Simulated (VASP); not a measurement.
# Cr (Fm-3m) in VASP: a series of runs

Runs on Cr. Level: PBE. Tasks: single point.

All numbers are computed with VASP 6.6.1; they aren't measurements. Logs are shortened: lines on timing, memory, paths and dates and some standing lists are left out, and cuts for length are marked.

## 1. The cell of the first run

Symmetry: Fm-3m, No. 225, cubic system. The conventional cell has a = 3.471 Å, b = 3.471 Å, c = 3.471 Å, α = 90.00°, β = 90.00°, γ = 90.00°. Within 3.2 Å of Cr (site symmetry m-3m) lie 12 Cr at 2.45 Å.

## 2. Single point, PBE (volume scaled by 0.88)

Contents of INCAR:

```
SYSTEM = Cr
PREC = Accurate
ENCUT = 520
EDIFF = 1E-6
ISMEAR = 0
SIGMA = 0.1
LREAL = .FALSE.
LASPH = .TRUE.
NELM = 80
ALGO = Normal
ISIF = 2
LWAVE = .FALSE.
LCHARG = .FALSE.
GGA = PE
NBANDS = 12
```

Contents of KPOINTS:

```
regular mesh
0
G
  20 20 20
  0 0 0
```

Contents of POSCAR:

```
Cr
1.0
    0.0000000000      1.7353000891      1.7353000891
    1.7353000891      0.0000000000      1.7353000891
    1.7353000891      1.7353000891      0.0000000000
Cr
1
Direct
    0.0000000000      0.0000000000      0.0000000000
```

Potentials or basis: VASP PAW PBE potentials, release 64 (Cr_pv).

On the command line:

```
> cat potpaw_PBE.64/Cr_pv/POTCAR > POTCAR
> mpirun -np 1 vasp_std > vasp.out
```

OUTCAR:

```text
SYSTEM = Cr
   PREC = Accurate
   ENCUT = 520
   EDIFF = 1E-6
   ISMEAR = 0
   LREAL = .FALSE.
   LASPH = .TRUE.
   NELM = 80
   ISIF = 2
   GGA = PE

 ion  position               nearest neighbor table
   1  0.000  0.000  0.000-

  LATTYP: Found a face centered cubic cell.
 ALAT       =     3.4706001782

  Lattice vectors:

 A1 = (   0.0000000000,   1.7353000891,   1.7353000891)
 A2 = (   1.7353000891,   0.0000000000,   1.7353000891)
 A3 = (   1.7353000891,   1.7353000891,   0.0000000000)

Analysis of symmetry for initial positions (statically):
=====================================================================
 Subroutine PRICEL returns:
 Original cell was already a primitive cell.

 Routine SETGRP: Setting up the symmetry group for a
 face centered cubic supercell.

 Subroutine GETGRP returns: Found 48 space group operations
 (whereof 48 operations were pure point group operations)
 out of a pool of 48 trial point group operations.

The static configuration has the point symmetry O_h .

Analysis of symmetry for dynamics (positions and initial velocities):
=====================================================================
 Subroutine PRICEL returns:
 Original cell was already a primitive cell.

 Routine SETGRP: Setting up the symmetry group for a
 face centered cubic supercell.

 Subroutine GETGRP returns: Found 48 space group operations
 (whereof 48 operations were pure point group operations)
 out of a pool of 48 trial point group operations.

The dynamic configuration has the point symmetry O_h .

 Subroutine INISYM returns: Found 48 space group operations
 (whereof 48 operations are pure point group operations),
 and found     1 'primitive' translations

----------------------------------------------------------------------------------------

                                     Primitive cell

  volume of cell :      10.4509

  direct lattice vectors                    reciprocal lattice vectors
     0.000000000  1.735300089  1.735300089    -0.288134602  0.288134602  0.288134602
     1.735300089  0.000000000  1.735300089     0.288134602 -0.288134602  0.288134602
     1.735300089  1.735300089  0.000000000     0.288134602  0.288134602 -0.288134602

  length of vectors
     2.454084921  2.454084921  2.454084921     0.499063770  0.499063770  0.499063770

  position of ions in fractional coordinates (direct lattice)
     0.000000000  0.000000000  0.000000000

  ion indices of the primitive-cell ions
   primitive index   ion index
                 1           1

----------------------------------------------------------------------------------------

 KPOINTS: regular mesh

Automatic generation of k-mesh.
 Grid dimensions read from file:
 generate k-points for:   20   20   20

 Generating k-lattice:

  Cartesian coordinates                     Fractional coordinates (reciprocal lattice)
    -0.014406730  0.014406730  0.014406730     0.050000000  0.000000000  0.000000000
     0.014406730 -0.014406730  0.014406730     0.000000000  0.050000000  0.000000000
     0.014406730  0.014406730 -0.014406730     0.000000000  0.000000000  0.050000000

  Length of vectors
     0.024953188  0.024953188  0.024953188

  Shift w.r.t. Gamma in fractional coordinates (k-lattice)
     0.000000000  0.000000000  0.000000000

 Subroutine IBZKPT returns following result:
 ===========================================

 Found    256 irreducible k-points:

 Following reciprocal coordinates:
            Coordinates               Weight
  0.000000  0.000000  0.000000      1.000000
  0.050000  0.000000  0.000000      8.000000
  0.100000  0.000000  0.000000      8.000000
  0.150000  0.000000  0.000000      8.000000
  0.200000  0.000000  0.000000      8.000000
  0.250000  0.000000  0.000000      8.000000
[... 16 lines left out ...]
 -0.400000  0.050000  0.000000     24.000000
 -0.350000  0.050000  0.000000     24.000000
 [... further k-points ...]
   k-points           NKPTS =    256   k-points in BZ     NKDIM =    256   number of bands    NBANDS=     12
   number of dos      NEDOS =    301   number of ions     NIONS =      1
   total plane-waves  NPLWV =   5832
   dimension x,y,z NGX =    18 NGY =   18 NGZ =   18
   dimension x,y,z NGXF=    36 NGYF=   36 NGZF=   36
   ions per type =               1
   NGX,Y,Z   is equivalent  to a cutoff of  12.19, 12.19, 12.19 a.u.
   NGXF,Y,Z  is equivalent  to a cutoff of  24.39, 24.39, 24.39 a.u.
 SYSTEM =  Cr
   PREC   = accura    normal or accurate (medium, high low for compatibility)
   ISTART =      0    job   : 0-new  1-cont  2-samecut
   ICHARG =      2    charge: 1-file 2-atom 10-const
   ISPIN  =      1    spin polarized calculation?
   LNONCOLLINEAR =      F non collinear calculations
   LSORBIT =      F    spin-orbit coupling
   LASPH  =      T    aspherical Exc in radial PAW
   ENCUT  =  520.0 eV  38.22 Ry    6.18 a.u.   4.56  4.56  4.56*2*pi/ulx,y,z
   NELM   =     80;   NELMIN=  2; NELMDL= -5     # of ELM steps
   EDIFF  = 0.1E-05   stopping-criterion for ELM
   LREAL  =      F    real-space projection
   EDIFFG = 0.1E-04   stopping-criterion for IOM
   NSW    =      0    number of steps for IOM
   IBRION =     -1    ionic relax: 0-MD 1-quasi-New 2-CG
   NFREE  =      0    steps in history (QN), initial steepest desc. (CG)
   ISIF   =      2    stress and relaxation
   ISYM   =      2    0-nonsym 1-usesym 2-fastsym
   POTIM  = 0.5000    time-step for ionic-motion
   TEBEG  =    0.0;   TEEND  =   0.0 temperature during run
   PSTRESS=    0.0 pullay stress
   NELECT =      12.0000    total number of electrons
   NUPDOWN=      -1.0000    fix difference up-down
   EMIN   =  10.00;   EMAX   =-10.00  energy-range for DOS
   EFERMI =   0.00;   METHOD = LEGACY
   ISMEAR =     0;   SIGMA  =   0.10  broadening in eV -4-tet -1-fermi 0-gaus
   EFERMI_NEDOS =   21; number of points for ismear=-14 and -15
   IALGO  =     38    algorithm
   IMIX   =      4    mixing-type and parameters
     AMIX     =   0.40;   BMIX     =  1.00
     AMIX_MAG =   1.60;   BMIX_MAG =  1.00
  volume/ion in A,a.u.               =      10.45        70.53
  Fermi-wavevector in a.u.,A,eV,Ry     =   1.714289  3.239536 39.984613  2.938786
  Thomas-Fermi vector in A             =   2.791874
   LORBIT       =      0    0 simple, 1 ext, 2 COOP (PROOUT), +10 PAW based schemes
   GGA     = PE    functional components
   LHFCALC =     F    Hartree Fock is set to
   AEXX    =    0.0000 exact exchange contribution
   IVDW    =     0    specifies the selected vdW correction
   LEPSILON=     F    determine dielectric tensor
   LRPA    =     F    only Hartree local field effects (RPA)
 non-spin polarized calculation
 Gauss-broadening in eV      SIGMA  =   0.10
  energy-cutoff  :      520.00
  volume of cell :       10.45
 maximum number of plane-waves:       295
   NGX =  9   NGY =  9   NGZ =  9

 number of electron      11.9999999 magnetization

 Free energy of the ion-electron system (eV)
  ---------------------------------------------------
  ext. energy  EPLUGINS =         0.00000000
  ---------------------------------------------------
  free energy    TOTEN  =        -8.97303773 eV

  energy without entropy =       -8.96570659  energy(sigma->0) =       -8.96937216

 E-fermi :  12.1729     XC(G=0): -14.2466

 val. band max:       12.1657837524   @ k =   0.2000   0.1500   0.0500
 cond. band min:      12.1862060958   @ k =   0.3000   0.1000   0.0500
 fundamental gap:      0.0204223435
 Fermi energy:        12.1728830195

 k-point     1 :       0.0000    0.0000    0.0000
  band No.  band energies     occupation
      1     -29.9325      2.00000
      2     -29.9325      2.00000
      3     -29.9325      2.00000
      4       4.2837      2.00000
      5      11.6429      2.00000
      6      11.6429      2.00000
      7      11.6429      2.00000
      8      13.7552      0.00000
      9      13.7552      0.00000
     10      19.8701      0.00000
     11      32.7962      0.00000
     12      39.2266      0.00000

 k-point     2 :       0.0500    0.0000    0.0000
  band No.  band energies     occupation
      1     -29.9651      2.00000
      2     -29.9365      2.00000
      3     -29.9364      2.00000
      4       4.3983      2.00000
      5      11.5836      2.00000
      6      11.6836      2.00000
      7      11.6836      2.00000
      8      13.7305      0.00000
      9      13.7305      0.00000
     10      19.8700      0.00000
     11      32.8796      0.00000
     12      38.2674      0.00000

 k-point     3 :       0.1000    0.0000    0.0000
  band No.  band energies     occupation
      1     -30.0590      2.00000
      2     -29.9478      2.00000
      3     -29.9478      2.00000
      4       4.7332      2.00000
      5      11.4219      2.00000
      6      11.7926      2.00000
      7      11.7926      2.00000
      8      13.6721      0.00000
      9      13.6721      0.00000
     10      19.8700      0.00000
     11      33.0471      0.00000
     12      36.4566      0.00000

 k-point     4 :       0.1500    0.0000    0.0000
  band No.  band energies     occupation
      1     -30.2039      2.00000
      2     -29.9654      2.00000
      3     -29.9654      2.00000
      4       5.2600      2.00000
      5      11.2037      2.00000
      6      11.9263      1.99951
      7      11.9263      1.99951
      8      13.6291      0.00000
      9      13.6291      0.00000
     10      19.8699      0.00000
     11      32.9019      0.00000
     12      34.8248      0.00000

 k-point     5 :       0.2000    0.0000    0.0000
  band No.  band energies     occupation
      1     -30.3840      2.00000
      2     -29.9876      2.00000
      3     -29.9876      2.00000
      4       5.9235      2.00000
      5      11.0023      2.00000
      6      12.0098      1.97891
      7      12.0098      1.97891
      8      13.6809      0.00000
      9      13.6809      0.00000
     10      19.8698      0.00000
     11      31.6421      0.00000
     12      34.1480      0.00000

 k-point     6 :       0.2500    0.0000    0.0000
  band No.  band energies     occupation
      1     -30.5805      2.00000
      2     -30.0120      2.00000
      3     -30.0120      2.00000
      4       6.6257      2.00000
      5      10.9239      2.00000
      6      11.9853      1.99203
      7      11.9853      1.99203
      8      13.8840      0.00000
      9      13.8840      0.00000
     10      19.8695      0.00000
     11      29.8302      0.00000
     12      33.7688      0.00000

 k-point     7 :       0.3000    0.0000    0.0000
  band No.  band energies     occupation
      1     -30.7738      2.00000
      2     -30.0364      2.00000
      3     -30.0364      2.00000
      4       7.2175      2.00000
      5      11.1062      2.00000
      6      11.8724      1.99998
      7      11.8724      1.99998
      8      14.2075      0.00000
      9      14.2075      0.00000
     10      19.8691      0.00000
     11      27.9830      0.00000
     12      33.2473      0.00000

 k-point     8 :       0.3500    0.0000    0.0000
  band No.  band energies     occupation
      1     -30.9457      2.00000
      2     -30.0583      2.00000
      3     -30.0583      2.00000
      4       7.5711      2.00000
      5      11.6332      2.00000
      6      11.7291      2.00000
      7      11.7291      2.00000
      8      14.5707      0.00000
      9      14.5707      0.00000
     10      19.8685      0.00000
     11      26.2339      0.00000
     12      32.6713      0.00000
[... 166 lines left out ...]
 k-point    20 :       0.4500    0.0500    0.0000
  band No.  band energies     occupation
      1     -31.1344      2.00000
      2     -30.0980      2.00000
      3     -30.0965      2.00000
      4       7.8157      2.00000
      5      11.4134      2.00000
      6      11.6166      2.00000
      7      12.6224      0.00000
      8      15.1508      0.00000
      9      15.3020      0.00000
     10      19.8666      0.00000
     11      23.9110      0.00000
     12      31.9573      0.00000

 k-point    21 :       0.5000    0.0500    0.0000
  band No.  band energies     occupation
      1     -31.1820      2.00000
      2     -30.1101      2.00000
      3     -30.0974      2.00000
      4       7.8222      2.00000
      5      11.3715      2.00000
      6      11.5577      2.00000
      7      13.0138      0.00000
      8      15.2043      0.00000
      9      15.5812      0.00000
     10      19.8654      0.00000
     11      23.2227      0.00000
     12      31.7728      0.00000

 k-point    22 :      -0.4500    0.0500    0.0000
  band No.  band energies     occupation
      1     -31.1722      2.00000
      2     -30.1144      2.00000
      3     -30.0906      2.00000
      4       7.8228      2.00000
      5      11.3937      2.00000
      6      11.5575      2.00000
      7      12.9409      0.00000
      8      15.0978      0.00000
      9      15.6031      0.00000
     10      19.8657      0.00000
     11      23.3690      0.00000
     12      31.8030      0.00000

 k-point    23 :      -0.4000    0.0500    0.0000
  band No.  band energies     occupation
      1     -31.1059      2.00000
      2     -30.1105      2.00000
      3     -30.0767      2.00000
      4       7.8097      2.00000
      5      11.4763      2.00000
      6      11.6173      2.00000
      7      12.4334      0.00023
      8      14.8459      0.00000
      9      15.3966      0.00000
     10      19.8671      0.00000
     11      24.2936      0.00000
     12      32.0429      0.00000

 k-point    24 :      -0.3500    0.0500    0.0000
  band No.  band energies     occupation
      1     -30.9887      2.00000
      2     -30.0987      2.00000
      3     -30.0569      2.00000
      4       7.7227      2.00000
      5      11.5877      2.00000
      6      11.7297      2.00000
      7      11.7525      2.00000
      8      14.4890      0.00000
      9      15.0683      0.00000
     10      19.8683      0.00000
     11      25.7256      0.00000
     12      32.4606      0.00000

 [... further k-points ...]
[... 5 lines left out ...]
  --------------------------------------------------------------------------------------
  -------------------------------------------------------------------------------------
  Total        2.5506713      2.5506713      2.5506713      0.0000000      0.0000000      0.0000000
  in kB      391.0311138    391.0311138    391.0311138      0.0000000      0.0000000      0.0000000
  external PRESSURE =     391.0311138 kB  Pullay stress =       0.0000000 kB

 VOLUME and BASIS-vectors are now :
 -----------------------------------------------------------------------------
  energy-cutoff  :      520.00
  volume of cell :       10.45
      direct lattice vectors                 reciprocal lattice vectors
     0.000000000  1.735300089  1.735300089    -0.288134602  0.288134602  0.288134602
     1.735300089  0.000000000  1.735300089     0.288134602 -0.288134602  0.288134602
     1.735300089  1.735300089  0.000000000     0.288134602  0.288134602 -0.288134602

 POSITION                                       TOTAL-FORCE (eV/Angst)
 -----------------------------------------------------------------------------------
      0.00000      0.00000      0.00000         0.000000      0.000000     -0.000000
 -----------------------------------------------------------------------------------
    total drift:                                0.000000     -0.000000     -0.000000

  FREE ENERGIE OF THE ION-ELECTRON SYSTEM (eV)
  ---------------------------------------------------
  free  energy   TOTEN  =        -8.9730377251 eV

  energy  without entropy=       -8.9657065948  energy(sigma->0) =       -8.96937216
```

It took 26 s on 1 thread of Intel Xeon 8259CL, shared host; peak memory 0.14 GiB.

What came out:

| Quantity | Value |
| --- | --- |
| Free energy | -8.9730 eV |
| Pressure | 39.1 GPa |
| Band gap on the k mesh | zero (band 6 reaches 15.17 eV, above the bottom of band 7 at 11.64 eV) |

Levels at points of the mesh, in eV from the Fermi level:
```csv
k point,band 3,band 4,band 5,band 6,band 7,band 8,band 9,band 10
"(0.00, 0.00, 0.00)",-42.11,-7.89,-0.53,-0.53,-0.53,1.58,1.58,7.70
"(0.50, 0.00, 0.00)",-42.26,-4.43,-0.69,-0.69,1.18,3.03,3.03,7.69
"(0.50, 0.50, 0.00)",-42.54,-4.86,-3.91,2.99,3.41,3.41,4.43,7.69
```

Caveat: the run has no spin polarisation, though such a crystal can be magnetic. Spin polarisation is off, so any magnetic state and its effect on volume and gap are missing.

[end of part 1 of 2]
